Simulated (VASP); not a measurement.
# La8AlGa8O24 (a cell with a defect) in VASP: single point with PBEsol

Aim: the single point of La8AlGa8O24 (a cell with a defect) with PBEsol.

Program: VASP 6.6.1. These are calculated values, not measurements. Logs are shortened: lines on timing, memory, paths and dates and some standing lists are left out, and cuts for length are marked.

## (1) The cell of the first run

The cell holds a defect, 41 atoms: a = 7.729 Å, b = 7.729 Å, c = 7.729 Å, α = 90.00°, β = 90.00°, γ = 90.00°.

## (2) Single point, PBEsol, collinear spin

INCAR

```
SYSTEM = La8AlGa8O24
PREC     = Accurate       ! precision mode
ENCUT    = 520            ! plane-wave cutoff, eV
EDIFF    = 1E-6           ! SCF threshold, eV
ISMEAR   = -1             ! smearing method
SIGMA    = 0.05           ! smearing width, eV
LREAL    = Auto         
LASPH    = .TRUE.         ! aspherical terms in the spheres
NELM     = 200            ! most SCF steps
ALGO     = Normal         ! electronic algorithm
ISIF     = 2              ! what is computed and relaxed
LWAVE    = .FALSE.        ! write WAVECAR
LCHARG   = .FALSE.        ! write CHGCAR
ISPIN    = 2              ! spin polarisation
MAGMOM   = 0.083 0 0.083 0 0 0 0 0 0.083 0 0 0 0 0 0 0 0.083 0.083 0.083 0 0 0.083 0 0 0 0.083 0.083 0 0 0.083 0 0 0 0.083 0 0.083 0 0 0 0 0 ! initial moments
LORBIT   = 11             ! projections on sites
LMAXMIX  = 6              ! l up to which the mixer works
GGA      = PS             ! functional
NBANDS   = 200            ! bands
NELECT   = 337.0        
ISYM     = -1           
GGA_COMPAT= .FALSE.
```

KPOINTS

```
explicit points
1
Reciprocal
  0.25000000   0.25000000   0.25000000 1
```

POSCAR

```
La8AlGa8O24
1.0
    7.7293080000      0.0000000000      0.0000000000
    0.0000000000      7.7293080000      0.0000000000
    0.0000000000      0.0000000000      7.7293080000
La Al Ga O
8 1 8 24
Direct
    0.0005440000      0.9800870000      0.9450080000
    0.9983670000      0.9731510000      0.4894050000
    0.0010210000      0.5990090000      0.9782520000
    0.0014130000      0.4848650000      0.4909840000
    0.4959980000      0.0042400000      0.0166850000
    0.4965820000      0.0195750000      0.5260260000
    0.4960850000      0.5100640000      0.9958840000
    0.4960860000      0.5127760000      0.5058100000
    0.2660040000      0.2417150000      0.2672570000
    0.2461320000      0.2546460000      0.7537450000
    0.2545290000      0.7530750000      0.2482990000
    0.2585460000      0.7510830000      0.7326370000
    0.7200410000      0.2431320000      0.2678690000
    0.7515630000      0.2549350000      0.7547870000
    0.7449020000      0.7527850000      0.2480510000
    0.7403740000      0.7497270000      0.7327900000
    0.9927690000      0.3020440000      0.0965870000
    0.2114180000      0.2020000000      0.0137150000
    0.2952100000      0.2770070000      0.5021490000
    0.2692310000      0.7752940000      0.9940250000
    0.2292700000      0.7139570000      0.4882270000
    0.7836860000      0.1915930000      0.0120570000
    0.7053390000      0.2859820000      0.5069900000
    0.7321170000      0.7820750000      0.9944980000
    0.7701500000      0.7036080000      0.4877540000
    0.0148130000      0.2095430000      0.3107240000
    0.9988940000      0.2584950000      0.7149870000
    0.9993290000      0.7983160000      0.2217160000
    0.9995560000      0.7486950000      0.7254700000
    0.4899940000      0.2845810000      0.2083320000
    0.4990940000      0.2293410000      0.7991650000
    0.5005240000      0.6941450000      0.2508590000
    0.4996200000      0.7655130000      0.7186940000
    0.3009110000      0.0017910000      0.2821420000
    0.2324800000      0.9994950000      0.7192470000
    0.1982070000      0.4812510000      0.2189650000
    0.2637380000      0.5030270000      0.7775430000
    0.7018560000      0.9980180000      0.2924050000
    0.7668400000      0.9992060000      0.7115160000
    0.8047170000      0.4785510000      0.2120730000
    0.7346560000      0.5028320000      0.7878680000
```

Potentials or basis: VASP PAW PBE potentials, release 64 (La, Al, Ga_d, O).

Launch:

```
$ cat potpaw_PBE.64/La/POTCAR potpaw_PBE.64/Al/POTCAR potpaw_PBE.64/Ga_d/POTCAR potpaw_PBE.64/O/POTCAR > POTCAR
$ mpirun -np 1 vasp_std > vasp.out
```

OUTCAR:

```text
SYSTEM = La8AlGa8O24
   PREC = Accurate
   ENCUT = 520
   EDIFF = 1E-6
   ISMEAR = -1
   LREAL = Auto
   LASPH = .TRUE.
   NELM = 200
   ISIF = 2
   ISPIN = 2
   LORBIT = 11
   GGA = PS
   NELECT = 337.0
   ISYM = -1

 ion  position               nearest neighbor table
   1  0.001  0.980  0.945-  22 2.40  18 2.43  29 2.47  35 2.51  39 2.56  28 2.56  24 2.61  20 2.64
                            17 2.75  27 2.79   3 2.96  12 3.13  16 3.15  10 3.21  14 3.22   2 3.52
   2  0.998  0.973  0.489-  26 2.29  28 2.47  39 2.49  29 2.52  35 2.54  21 2.68  25 2.73  38 2.76
                            27 2.81  15 3.20  11 3.21  16 3.24  12 3.24   9 3.40   1 3.52
   3  0.001  0.599  0.978-  29 2.27  28 2.43  17 2.47  20 2.48  24 2.52  40 2.54  36 2.57  41 2.64
                            37 2.66   1 2.96  12 2.99  16 3.00  11 3.10  15 3.11
   4  0.001  0.485  0.491-  25 2.46  27 2.46  21 2.50  26 2.55  36 2.60  40 2.64  29 2.73  23 2.76
                            19 2.78   9 3.27  10 3.30
   5  0.496  0.004  0.017-  31 2.42  20 2.50  24 2.51  34 2.55  30 2.63  22 2.65  38 2.66  18 2.68
                            13 3.19   9 3.21  11 3.23  15 3.27
   6  0.497  0.020  0.526-  38 2.41  34 2.42  33 2.46  19 2.53  35 2.53  39 2.54  23 2.62  31 2.66
                            13 3.15   9 3.18  10 3.19  12 3.20  14 3.21  16 3.23
   7  0.496  0.510  0.996-  30 2.40  32 2.43  41 2.45  37 2.47  31 2.65  20 2.70  24 2.78  11 3.29
                             9 3.44
   8  0.496  0.513  0.506-  23 2.39  19 2.39  32 2.42  33 2.55  25 2.59  21 2.59  37 2.76  12 3.14
                            16 3.16  13 3.27  11 3.30   9 3.31
   9  0.266  0.242  0.267-  30 1.82  19 1.85  34 1.88  36 1.96  26 1.99  18 2.03  17 2.53   6 3.18
                             5 3.21   4 3.27   8 3.31   2 3.40   7 3.44
  10  0.246  0.255  0.754-  37 1.93  27 1.93  19 1.99  35 1.99  31 2.00  18 2.07   6 3.19   1 3.21
                             4 3.30
  11  0.255  0.753  0.248-  21 1.89  32 1.96  34 1.97  20 1.98  28 2.01  36 2.16   3 3.10   2 3.21
                             5 3.23   7 3.29   8 3.30
  12  0.259  0.751  0.733-  33 1.87  21 1.92  35 1.93  37 1.95  29 2.00  20 2.03   3 2.99   1 3.13
                             8 3.14   6 3.20   2 3.24
  13  0.720  0.243  0.268-  30 1.86  23 1.88  38 1.91  40 1.98  22 2.08  26 2.32  17 2.53   6 3.15
                             5 3.19   8 3.27
  14  0.752  0.255  0.755-  27 1.94  41 1.94  23 1.96  31 1.99  39 2.01  22 2.06   6 3.21   1 3.22

  15  0.745  0.753  0.248-  25 1.90  32 1.94  38 1.95  24 1.98  28 2.01  40 2.19   3 3.11   2 3.20
                             5 3.27
  16  0.740  0.750  0.733-  33 1.87  25 1.94  39 1.95  41 1.96  29 2.00  24 2.04   3 3.00   1 3.15
                             8 3.16   6 3.23   2 3.24
  17  0.993  0.302  0.097-  26 1.81  22 1.94  18 1.97  40 2.18  36 2.31   3 2.47  13 2.53   9 2.53
                             1 2.75
  18  0.211  0.202  0.014-  17 1.97   9 2.03  10 2.07   1 2.43   5 2.68
  19  0.295  0.277  0.502-   9 1.85  10 1.99   8 2.39   6 2.53   4 2.78
  20  0.269  0.775  0.994-  11 1.98  12 2.03   3 2.48   5 2.50   1 2.64   7 2.70
  21  0.229  0.714  0.488-  11 1.89  12 1.92   4 2.50   8 2.59   2 2.68
  22  0.784  0.192  0.012-  17 1.94  14 2.06  13 2.08   1 2.40   5 2.65
  23  0.705  0.286  0.507-  13 1.88  14 1.96   8 2.39   6 2.62   4 2.76
  24  0.732  0.782  0.994-  15 1.98  16 2.04   5 2.51   3 2.52   1 2.61   7 2.78
  25  0.770  0.704  0.488-  15 1.90  16 1.94   4 2.46   8 2.59   2 2.73
  26  0.015  0.210  0.311-  17 1.81   9 1.99   2 2.29  13 2.32   4 2.55
  27  0.999  0.258  0.715-  10 1.93  14 1.94   4 2.46   1 2.79   2 2.81
  28  0.999  0.798  0.222-  15 2.01  11 2.01   3 2.43   2 2.47   1 2.56
  29  1.000  0.749  0.725-  12 2.00  16 2.00   3 2.27   1 2.47   2 2.52   4 2.73
  30  0.490  0.285  0.208-   9 1.82  13 1.86   7 2.40   5 2.63
  31  0.499  0.229  0.799-  14 1.99  10 2.00   5 2.42   7 2.65   6 2.66
  32  0.501  0.694  0.251-  15 1.94  11 1.96   8 2.42   7 2.43
  33  0.500  0.766  0.719-  16 1.87  12 1.87   6 2.46   8 2.55
  34  0.301  0.002  0.282-   9 1.88  11 1.97   6 2.42   5 2.55
  35  0.232  0.999  0.719-  12 1.93  10 1.99   1 2.51   6 2.53   2 2.54
  36  0.198  0.481  0.219-   9 1.96  11 2.16  17 2.31   3 2.57   4 2.60
  37  0.264  0.503  0.778-  10 1.93  12 1.95   7 2.47   3 2.66   8 2.76
  38  0.702  0.998  0.292-  13 1.91  15 1.95   6 2.41   5 2.66   2 2.76
  39  0.767  0.999  0.712-  16 1.95  14 2.01   2 2.49   6 2.54   1 2.56
  40  0.805  0.479  0.212-  13 1.98  17 2.18  15 2.19   3 2.54   4 2.64
  41  0.735  0.503  0.788-  14 1.94  16 1.96   7 2.45   3 2.64

IMPORTANT INFORMATION: All symmetrisations will be switched off!
NOSYMM: (Re-)initialisation of all symmetry stuff for point group C_1.

----------------------------------------------------------------------------------------

                                     Primitive cell

[... 132 lines left out ...]
   ISIF   =      2    stress and relaxation
   ISYM   =     -1    0-nonsym 1-usesym 2-fastsym
   POTIM  = 0.5000    time-step for ionic-motion
   TEBEG  =    0.0;   TEEND  =   0.0 temperature during run
   PSTRESS=    0.0 pullay stress
   NELECT =     337.0000    total number of electrons
   NUPDOWN=      -1.0000    fix difference up-down
   EMIN   =  10.00;   EMAX   =-10.00  energy-range for DOS
   EFERMI =   0.00;   METHOD = LEGACY
   ISMEAR =    -1;   SIGMA  =   0.05  broadening in eV -4-tet -1-fermi 0-gaus
   EFERMI_NEDOS =   21; number of points for ismear=-14 and -15
   IALGO  =     38    algorithm
   IMIX   =      4    mixing-type and parameters
     AMIX     =   0.40;   BMIX     =  1.00
     AMIX_MAG =   1.60;   BMIX_MAG =  1.00
  volume/ion in A,a.u.               =      11.26        76.00
  Fermi-wavevector in a.u.,A,eV,Ry     =   1.473932  2.785328 29.558334  2.172476
  Thomas-Fermi vector in A             =   2.588765
   LORBIT       =     11    0 simple, 1 ext, 2 COOP (PROOUT), +10 PAW based schemes
   GGA     = PS    functional components
   LHFCALC =     F    Hartree Fock is set to
   AEXX    =    0.0000 exact exchange contribution
   IVDW    =     0    specifies the selected vdW correction
   LEPSILON=     F    determine dielectric tensor
   LRPA    =     F    only Hartree local field effects (RPA)
 spin polarized calculation
  energy-cutoff  :      520.00
  volume of cell :      461.77
 maximum number of plane-waves:     12452
 NGX is ok and might be reduce to    60
   NGX = 29   NGY = 29   NGZ = 29

 number of electron     336.9999993 magnetization       0.9964426

 Free energy of the ion-electron system (eV)
  ---------------------------------------------------
  ext. energy  EPLUGINS =         0.00000000
  ---------------------------------------------------
  free energy    TOTEN  =      -324.52116757 eV

  energy without entropy =     -324.51986347  energy(sigma->0) =     -324.52051552

 E-fermi :   9.7902     XC(G=0): -12.2220

 val. band max:        9.4736923981   @ k =   0.2500   0.2500   0.2500
 cond. band min:      10.1066892453   @ k =   0.2500   0.2500   0.2500
 fundamental gap:      0.6329968472
 Fermi energy:         9.7901908204

 spin component 1

 k-point     1 :       0.2500    0.2500    0.2500
  band No.  band energies     occupation
      1     -22.8164      1.00000
      2     -22.6618      1.00000
      3     -22.5548      1.00000
      4     -22.5192      1.00000
      5     -22.4627      1.00000
      6     -22.4161      1.00000
[... 172 lines left out ...]
    179      12.2169      0.00000
    180      12.2431      0.00000
 Fermi energy:         9.7901908204

 spin component 2

 k-point     1 :       0.2500    0.2500    0.2500
  band No.  band energies     occupation
      1     -22.7641      1.00000
      2     -22.6506      1.00000
      3     -22.5532      1.00000
      4     -22.5181      1.00000
      5     -22.4615      1.00000
      6     -22.4120      1.00000
[... 172 lines left out ...]
    179      12.2307      0.00000
    180      12.2514      0.00000
 [bands above 180 left out]

------------------------ aborting loop because EDIFF is reached ----------------------------------------

  FORCE on cell =-STRESS in cart. coord.  units (eV):
  Direction    XX          YY          ZZ          XY          YZ          ZX
  --------------------------------------------------------------------------------------
  -------------------------------------------------------------------------------------
  Total       -2.3028453     12.1955336      1.0576571     -1.5493541     -6.8814434     -1.9019570
  in kB       -7.9901239     42.3145326      3.6697259     -5.3757543    -23.8763692     -6.5991718
  external PRESSURE =      12.6647116 kB  Pullay stress =       0.0000000 kB

 VOLUME and BASIS-vectors are now :
 -----------------------------------------------------------------------------
  energy-cutoff  :      520.00
  volume of cell :      461.77
      direct lattice vectors                 reciprocal lattice vectors
     7.729308000  0.000000000  0.000000000     0.129377688  0.000000000  0.000000000
     0.000000000  7.729308000  0.000000000     0.000000000  0.129377688  0.000000000
     0.000000000  0.000000000  7.729308000     0.000000000  0.000000000  0.129377688

 POSITION                                       TOTAL-FORCE (eV/Angst)
 -----------------------------------------------------------------------------------
      0.00420      7.57539      7.30426        -0.009678     -0.012337     -0.010481
      7.71669      7.52178      3.78276        -0.007743     -0.004380     -0.001798
      0.00789      4.62993      7.56121         0.001220      0.032797     -0.007905
      0.01092      3.74767      3.79497        -0.012890      0.008505      0.005442
      3.83372      0.03277      0.12896         0.012472     -0.013568     -0.005396
      3.83824      0.15130      4.06582         0.010317     -0.013659      0.004943
[... 33 lines left out ...]
      6.21991      3.69887      1.63918         0.008661      0.018829      0.000774
      5.67838      3.88654      6.08967        -0.001747     -0.004799      0.018210
 -----------------------------------------------------------------------------------
    total drift:                               -0.003358      0.008680      0.003689

  FREE ENERGIE OF THE ION-ELECTRON SYSTEM (eV)
  ---------------------------------------------------
  free  energy   TOTEN  =      -324.5211675721 eV

  energy  without entropy=     -324.5198634711  energy(sigma->0) =     -324.52051552

 total charge

# of ion       s       p       d       f       tot
--------------------------------------------------
    1        2.038   5.688   0.708   0.269   8.703
    2        2.027   5.695   0.595   0.227   8.544
    3        2.055   5.667   0.909   0.286   8.916
    4        2.023   5.686   0.563   0.205   8.477
    5        2.023   5.684   0.565   0.208   8.480
    6        2.031   5.693   0.615   0.235   8.574
[... 33 lines left out ...]
   40        1.556   3.421   0.000   0.000   4.977
   41        1.550   3.472   0.000   0.000   5.023
--------------------------------------------------
tot         59.433 135.815  87.460   1.875 284.583

 magnetization (x)

# of ion       s       p       d       f       tot
--------------------------------------------------
    1        0.002   0.001   0.033   0.019   0.055
    2        0.000   0.000   0.002   0.001   0.002
    3        0.014   0.008   0.212   0.025   0.258
    4        0.000  -0.000   0.001   0.001   0.002
    5        0.001   0.001   0.010   0.006   0.018
    6        0.000   0.000   0.000   0.000   0.001
[... 33 lines left out ...]
   40        0.002   0.033   0.000   0.000   0.035
   41        0.000  -0.000   0.000   0.000  -0.000
--------------------------------------------------
tot          0.200   0.322   0.280   0.053   0.855
```

Wall time 11 min (1 thread of AMD EPYC 7R43 (Zen 3), shared host); peak memory 0.73 GiB.

What came out:

```
Free energy                                           : -324.5212 eV
Largest force                                         : 0.040 eV/Å
Net moment                                            : 1.00 μB per cell
Site moments                                          : La +0.06, +0.00, +0.26, +0.02 (each value once); Al +0.00; Ga -0.00, +0.00, +0.29 (each value once); O +0.07, -0.00, +0.00, +0.06, +0.01, +0.03, +0.04 (each value once) μB
Valence electrons inside the program's atomic spheres : La 8.70, 8.54, 8.92, 8.48, 8.57, 8.51, 8.55 (each value once); Al 0.71; Ga 11.68, 11.70, 11.84, 11.81, 12.01 (each value once); O 5.03, 5.07, 5.05, 5.02, 5.04, 5.09, 5.01, 4.99, 4.98 (each value once)
```

Forces on the atoms (eV/Å):
```
La  -0.010 -0.012 -0.010
La  -0.008 -0.004 -0.002
La   0.001  0.033 -0.008
La  -0.013  0.009  0.005
La   0.012 -0.014 -0.005
La   0.010 -0.014  0.005
La   0.008  0.004  0.000
La   0.007  0.008  0.003
Al  -0.024 -0.001 -0.004
Ga  -0.001  0.006 -0.005
Ga   0.008  0.010  0.015
Ga   0.026  0.003 -0.015
Ga  -0.025 -0.009  0.023
Ga   0.003  0.006 -0.010
Ga  -0.008  0.008  0.011
Ga  -0.028 -0.001 -0.011
Ga   0.002 -0.003  0.001
O    0.021 -0.021  0.014
O    0.015  0.010 -0.012
O   -0.009  0.006  0.009
O   -0.010 -0.017 -0.013
O   -0.017 -0.035 -0.012
O   -0.011  0.007 -0.001
O    0.006  0.010 -0.004
O    0.013 -0.021 -0.013
O    0.016 -0.010  0.027
O    0.004  0.002 -0.003
O    0.007  0.009 -0.017
O   -0.001  0.003  0.009
O   -0.007  0.017 -0.021
O   -0.002 -0.007  0.020
O   -0.006 -0.026 -0.003
O   -0.002  0.003 -0.005
O    0.012  0.016  0.001
O   -0.011  0.008  0.000
O    0.005 -0.007 -0.004
O    0.003 -0.009  0.015
O   -0.010  0.011  0.006
O    0.015  0.010 -0.003
O    0.009  0.019  0.001
O   -0.002 -0.005  0.018
```

Caveat: the cell carries a net charge on a neutralising background, which shifts energy and pressure; the cell is charged against a uniform background, so pressure and absolute levels hang on convention; the PAW data sets were made with another functional, which shifts forces and pressure a little; spin-orbit coupling is left out, which moves the levels of the heavy elements.
